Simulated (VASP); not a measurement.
CdS, 4 atoms in the cell. The cell holds a wire or tube with vacuum around it, 4 atoms: a = 11.400 Å, b = 9.300 Å, c = 4.619 Å, α = 90.00°, β = 90.00°, γ = 90.00°. 

| Quantity | Value |
| --- | --- |
| Program | VASP 6.6.1 |
| Task | single point |
| Functional | PBE |
| Potentials or basis | VASP PAW PBE potentials, release 64 (Cd, S) |
| Cutoff | 520 eV |
| k mesh | 1 × 1 × 14 |
| Occupations | gaussian, width 0.05 eV |
| Spin | collinear spin |
| Starting moments | [0.5, 0.5, 0.5, 0.5] μB |
| Dipole correction | no |
| Further INCAR settings | ALGO = Normal; EDIFF = 1e-06; NBANDS = 30 |

Potentials or basis: VASP PAW PBE potentials, release 64 (Cd, S).

The run is started by

```console
$ cat potpaw_PBE.64/Cd/POTCAR potpaw_PBE.64/S/POTCAR > POTCAR
$ mpirun -np 1 vasp_std > vasp.out
```

Hardware: 1 thread of Intel(R) Xeon(R) 6975P-C (Granite Rapids), on a shared host.

How long does it take, and how much memory?

It took 4.2 min on 1 thread of Intel(R) Xeon(R) 6975P-C (Granite Rapids), on a shared host, peak memory 0.73 GiB. Counts: scf iterations 24, k points 8.
